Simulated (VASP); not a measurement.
# CaF2 (Fm-3m) in VASP: elastic constants with r2SCAN

Aim: the elastic constants of CaF2 with r2SCAN.

All numbers are computed with VASP 6.6.1; they aren't measurements. Logs are shortened: lines on timing, memory, paths and dates and some standing lists are left out, and cuts for length are marked.

## (1) The cell of the first run

Symmetry: Fm-3m, No. 225, cubic system. The conventional cell has a = 5.319 Å, b = 5.319 Å, c = 5.319 Å, α = 90.00°, β = 90.00°, γ = 90.00°. Ca (site symmetry m-3m) has 8 F at 2.30 Å within 3.0 Å. Within 3.0 Å of F (site symmetry -43m) lie 4 Ca at 2.30 Å and 6 F at 2.66 Å.

## (2) Elastic constants, r2SCAN

Contents of INCAR:

```
PREC = Accurate
ENCUT = 660
EDIFF = 1E-8
ISMEAR = 0
SIGMA = 0.01
LREAL = F
LASPH = T
NELM = 120
ALGO = Normal
ISIF = 3
LWAVE = F
LCHARG = F
METAGGA = R2SCAN
LMIXTAU = T
NBANDS = 19
IBRION = 6
NFREE = 2
POTIM = 0.015
NSW = 1
GGA_COMPAT = F
KPAR = 4
```

Contents of KPOINTS:

```
regular mesh
0
Gamma
  8 8 8
```

Contents of POSCAR:

```
CaF2
1.0
    0.0000000000      2.6593650260      2.6593650260
    2.6593650260      0.0000000000      2.6593650260
    2.6593650260      2.6593650260      0.0000000000
Ca F
1 2
Direct
    0.0000000000      0.0000000000      0.0000000000
    0.2500000000      0.2500000000      0.2500000000
    0.7500000000      0.7500000000      0.7500000000
```

Potentials or basis: VASP PAW PBE potentials, release 64 (Ca_sv, F).

On the command line:

```sh
> cat potpaw_PBE.64/Ca_sv/POTCAR potpaw_PBE.64/F/POTCAR > POTCAR
> mpirun -np 4 vasp_std > vasp.out
```

OUTCAR:

```text
PREC = Accurate
   ENCUT = 660
   EDIFF = 1E-8
   ISMEAR = 0
   LREAL = F
   LASPH = T
   NELM = 120
   ISIF = 3
   METAGGA = R2SCAN
   IBRION = 6
   NFREE = 2
   POTIM = 0.015
   NSW = 1

 ion  position               nearest neighbor table
   1  0.000  0.000  0.000-   2 2.30   3 2.30   3 2.30   3 2.30   3 2.30   2 2.30   2 2.30   2 2.30

   2  0.250  0.250  0.250-   1 2.30   1 2.30   1 2.30   1 2.30
   3  0.750  0.750  0.750-   1 2.30   1 2.30   1 2.30   1 2.30

  LATTYP: Found a face centered cubic cell.
 ALAT       =     5.3187300520

  Lattice vectors:

 A1 = (   0.0000000000,   2.6593650260,   2.6593650260)
 A2 = (   2.6593650260,   0.0000000000,   2.6593650260)
 A3 = (   2.6593650260,   2.6593650260,   0.0000000000)

Analysis of symmetry for initial positions (statically):
=====================================================================
 Subroutine PRICEL returns:
 Original cell was already a primitive cell.

 Routine SETGRP: Setting up the symmetry group for a
 face centered cubic supercell.

 Subroutine GETGRP returns: Found 48 space group operations
 (whereof 48 operations were pure point group operations)
 out of a pool of 48 trial point group operations.

The static configuration has the point symmetry O_h .

Analysis of symmetry for dynamics (positions and initial velocities):
=====================================================================
 Subroutine PRICEL returns:
 Original cell was already a primitive cell.

 Routine SETGRP: Setting up the symmetry group for a
 face centered cubic supercell.

 Subroutine GETGRP returns: Found 48 space group operations
 (whereof 48 operations were pure point group operations)
 out of a pool of 48 trial point group operations.

The dynamic configuration has the point symmetry O_h .

 Subroutine INISYM returns: Found 48 space group operations
 (whereof 48 operations are pure point group operations),
 and found     1 'primitive' translations

----------------------------------------------------------------------------------------

                                     Primitive cell

  volume of cell :      37.6152

  direct lattice vectors                    reciprocal lattice vectors
     0.000000000  2.659365026  2.659365026    -0.188014806  0.188014806  0.188014806
     2.659365026  0.000000000  2.659365026     0.188014806 -0.188014806  0.188014806
     2.659365026  2.659365026  0.000000000     0.188014806  0.188014806 -0.188014806

  length of vectors
     3.760910087  3.760910087  3.760910087     0.325651197  0.325651197  0.325651197

  position of ions in fractional coordinates (direct lattice)
     0.000000000  0.000000000  0.000000000
     0.250000000  0.250000000  0.250000000
     0.750000000  0.750000000  0.750000000

  ion indices of the primitive-cell ions
   primitive index   ion index
                 1           1
                 2           2
                 3           3

----------------------------------------------------------------------------------------

 KPOINTS: regular mesh

Automatic generation of k-mesh.
 Grid dimensions read from file:
 generate k-points for:    8    8    8

 Generating k-lattice:

  Cartesian coordinates                     Fractional coordinates (reciprocal lattice)
    -0.023501851  0.023501851  0.023501851     0.125000000  0.000000000  0.000000000
     0.023501851 -0.023501851  0.023501851     0.000000000  0.125000000  0.000000000
     0.023501851  0.023501851 -0.023501851     0.000000000  0.000000000  0.125000000

  Length of vectors
     0.040706400  0.040706400  0.040706400

  Shift w.r.t. Gamma in fractional coordinates (k-lattice)
     0.000000000  0.000000000  0.000000000

 Subroutine IBZKPT returns following result:
 ===========================================

 Found     29 irreducible k-points:

 Following reciprocal coordinates:
            Coordinates               Weight
  0.000000  0.000000  0.000000      1.000000
[... 52 lines left out ...]
   PSTRESS=    0.0 pullay stress
   NELECT =      24.0000    total number of electrons
   NUPDOWN=      -1.0000    fix difference up-down
   EMIN   =  10.00;   EMAX   =-10.00  energy-range for DOS
   EFERMI =   0.00;   METHOD = LEGACY
   ISMEAR =     0;   SIGMA  =   0.01  broadening in eV -4-tet -1-fermi 0-gaus
   EFERMI_NEDOS =   21; number of points for ismear=-14 and -15
   IALGO  =     38    algorithm
   IMIX   =      4    mixing-type and parameters
     AMIX     =   0.40;   BMIX     =  1.00
     AMIX_MAG =   1.60;   BMIX_MAG =  1.00
  volume/ion in A,a.u.               =      12.54        84.61
  Fermi-wavevector in a.u.,A,eV,Ry     =   1.409367  2.663317 27.025444  1.986314
  Thomas-Fermi vector in A             =   2.531430
   LORBIT       =      0    0 simple, 1 ext, 2 COOP (PROOUT), +10 PAW based schemes
   METAGGA = R2SCAN    functional components
   LHFCALC =     F    Hartree Fock is set to
   AEXX    =    0.0000 exact exchange contribution
   IVDW    =     0    specifies the selected vdW correction
   LEPSILON=     F    determine dielectric tensor
   LRPA    =     F    only Hartree local field effects (RPA)
 finite differences with symmetry
 non-spin polarized calculation
 Gauss-broadening in eV      SIGMA  =   0.01
  energy-cutoff  :      660.00
  volume of cell :       37.62
 maximum number of plane-waves:      1472
   NGX = 15   NGY = 15   NGZ = 15

--------------------------------------- Ionic step        1  -------------------------------------------

 number of electron      24.0000000 magnetization

 Free energy of the ion-electron system (eV)
  ---------------------------------------------------
  ext. energy  EPLUGINS =         0.00000000
  ---------------------------------------------------
  free energy    TOTEN  =       -25.88780041 eV

  energy without entropy =      -25.88780041  energy(sigma->0) =      -25.88780041

------------------------ aborting loop because EDIFF is reached ----------------------------------------

  FORCE on cell =-STRESS in cart. coord.  units (eV):
  Direction    XX          YY          ZZ          XY          YZ          ZX
  --------------------------------------------------------------------------------------
  -------------------------------------------------------------------------------------
  Total        1.8023755      1.8023755      1.8023755      0.0000000      0.0000000     -0.0000000
  in kB       76.7700821     76.7700821     76.7700821      0.0000000      0.0000000     -0.0000000
  external PRESSURE =      76.7700821 kB  Pullay stress =       0.0000000 kB
[... 92 lines left out ...]
  FREE ENERGIE OF THE ION-ELECTRON SYSTEM (eV)
  ---------------------------------------------------
  free  energy   TOTEN  =       -25.8550366654 eV

  energy  without entropy=      -25.8550366654  energy(sigma->0) =      -25.85503667

[... ionic steps 4 to 14 ...]

--------------------------------------- Ionic step       15  -------------------------------------------

 number of electron      24.0000000 magnetization

------------------------ aborting loop because EDIFF is reached ----------------------------------------
[... 69 lines left out ...]
--------------------------------------- Ionic step       17  -------------------------------------------

 number of electron      24.0000001 magnetization

 Free energy of the ion-electron system (eV)
  ---------------------------------------------------
  ext. energy  EPLUGINS =         0.00000000
  ---------------------------------------------------
  free energy    TOTEN  =       -25.88706718 eV

  energy without entropy =      -25.88706718  energy(sigma->0) =      -25.88706718

 E-fermi :  -1.0335     XC(G=0): -10.6794

 val. band max:       -1.1043134369   @ k =   0.0000   0.5000   0.5000
 cond. band min:       7.3309819936   @ k =   0.0000   0.0000   0.0000
 fundamental gap:      8.4352954305
 Fermi energy:        -1.0335068500

 k-point     1 :       0.0000    0.0000    0.0000
  band No.  band energies     occupation
      1     -37.9678      2.00000
      2     -22.3686      2.00000
      3     -21.4972      2.00000
      4     -18.0280      2.00000
      5     -18.0279      2.00000
      6     -18.0278      2.00000
[... 505 lines left out ...]
      6     -17.6256      2.00000
[... 11 lines left out ...]
     18      12.6770      0.00000
     19      15.2053      0.00000

 [... further k-points ...]

------------------------ aborting loop because EDIFF is reached ----------------------------------------

  FORCE on cell =-STRESS in cart. coord.  units (eV):
  Direction    XX          YY          ZZ          XY          YZ          ZX
  --------------------------------------------------------------------------------------
  -------------------------------------------------------------------------------------
  Total        1.8051476      1.8042568      1.8042568      0.0000000      0.0762603      0.0000000
  in kB       76.8881575     76.8502155     76.8502155      0.0000000      3.2482190      0.0000000
  external PRESSURE =      76.8628628 kB  Pullay stress =       0.0000000 kB
[... 18 lines left out ...]
  FREE ENERGIE OF THE ION-ELECTRON SYSTEM (eV)
  ---------------------------------------------------
  free  energy   TOTEN  =       -25.8870671791 eV

  energy  without entropy=      -25.8870671791  energy(sigma->0) =      -25.88706718

 INTERNAL STRAIN TENSORS FROM STRAINED CELLS
 ============================================

 INTERNAL STRAIN TENSOR FOR ION    1 for displacements in x,y,z  (eV/Angst):
          X           Y           Z          XY          YZ          ZX
  --------------------------------------------------------------------------------
  x    -0.00000    -0.00000     0.00000     0.00000     0.00000     0.00000
  y    -0.00000    -0.00000     0.00000    -0.00000     0.00000     0.00000
  z     0.00000     0.00000     0.00000    -0.00000     0.00000     0.00000

 INTERNAL STRAIN TENSORS FROM DISPLACED ATOMS
 ============================================

 INTERNAL STRAIN TENSOR FOR ION    1 for displacements in x,y,z  (eV/Angst):
          X           Y           Z          XY          YZ          ZX
  --------------------------------------------------------------------------------
  x     0.00000     0.00000     0.00000     0.00000     0.00000     0.00000
  y     0.00000     0.00000     0.00000     0.00000     0.00000     0.00000
  z     0.00000     0.00000     0.00000     0.00000     0.00000     0.00000

 INTERNAL STRAIN TENSOR FOR ION    3 for displacements in x,y,z  (eV/Angst):
          X           Y           Z          XY          YZ          ZX
  --------------------------------------------------------------------------------
  x    -0.00000    -0.00000    -0.00000     0.00000     5.08346     0.00000
  y     0.00000    -0.00000     0.00000     0.00000     0.00000     5.08346
  z    -0.00000    -0.00000    -0.00000     5.08346     0.00000     0.00000

 Eigenvectors and eigenvalues of the dynamical matrix
 ----------------------------------------------------

   1 f  =   11.060447 THz    69.494839 2PiTHz  368.936805 cm-1    45.742313 meV
             X         Y         Z           dx          dy          dz
      0.000000  0.000000  0.000000     0.000000   -0.000000   -0.000000
      1.329683  1.329683  1.329683    -0.328434    0.589877    0.210183
      3.989048  3.989048  3.989048     0.328434   -0.589877   -0.210183
[... 43 lines left out ...]
   9 f/i=    0.003431 THz     0.021560 2PiTHz    0.114461 cm-1     0.014191 meV
             X         Y         Z           dx          dy          dz
      0.000000  0.000000  0.000000     0.618927   -0.357810    0.050890
      1.329683  1.329683  1.329683     0.425826   -0.246176    0.035012
      3.989048  3.989048  3.989048     0.425826   -0.246176    0.035012

--------------------------------------------------------------------------------------------------------

 ELASTIC MODULI CONTR FROM IONIC RELAXATION (kBar)
 Direction    XX          YY          ZZ          XY          YZ          ZX
 --------------------------------------------------------------------------------
 XX          -0.0000     -0.0000     -0.0000      0.0000      0.0000     -0.0000
 YY          -0.0000     -0.0000     -0.0000      0.0000      0.0000      0.0000
 ZZ          -0.0000     -0.0000     -0.0000      0.0000      0.0000     -0.0000
 XY           0.0000      0.0000      0.0000   -231.4961      0.0000     -0.0000
 YZ           0.0000      0.0000      0.0000      0.0000   -231.4961     -0.0000
 ZX          -0.0000      0.0000     -0.0000     -0.0000      0.0000   -231.4961
 --------------------------------------------------------------------------------

 TOTAL ELASTIC MODULI (kBar)
 Direction    XX          YY          ZZ          XY          YZ          ZX
 --------------------------------------------------------------------------------
 XX        2050.3951    735.6058    735.6058     -0.0000      0.0000      0.0000
 YY         735.6058   2050.3951    735.6058      0.0000     -0.0000     -0.0000
 ZZ         735.6058    735.6058   2050.3951      0.0000     -0.0000     -0.0000
 XY          -0.0000      0.0000      0.0000    432.1605      0.0000     -0.0000
 YZ           0.0000     -0.0000     -0.0000      0.0000    432.1605     -0.0000
 ZX           0.0000     -0.0000     -0.0000     -0.0000      0.0000    432.1605
 --------------------------------------------------------------------------------
```

Wall time 14 min (4 MPI ranks of Intel Xeon Platinum 8488C (Sapphire Rapids), shared host); peak memory 0.39 GiB.

What came out:

```
Elastic constants C11, C12, C44                         : 205, 74, 43 GPa
Voigt bulk modulus                                      : 117 GPa
Highest phonon frequency at Γ, LO-TO splitting left out : 369 cm⁻¹
```

Phonon frequencies in cm⁻¹ (negative: imaginary):
```csv
q point,frequencies
"(0.000, 0.000, 0.000)",0 0 0 322 322 322 369 369 369
```

Elastic tensor in Voigt notation (GPa, in the Cartesian axes of the cell as first typed):
```
205  74  74   0   0   0
 74 205  74   0   0   0
 74  74 205   0   0   0
  0   0   0  43   0   0
  0   0   0   0  43   0
  0   0   0   0   0  43
```

Clamped-ion elastic tensor (GPa):
```
205  74  74   0   0   0
 74 205  74   0   0   0
 74  74 205   0   0   0
  0   0   0  66   0   0
  0   0   0   0  66   0
  0   0   0   0   0  66
```

Caveat: the cell is under stress, which shifts elastic constants; the PAW data sets were made with another functional, which shifts forces and pressure a little.
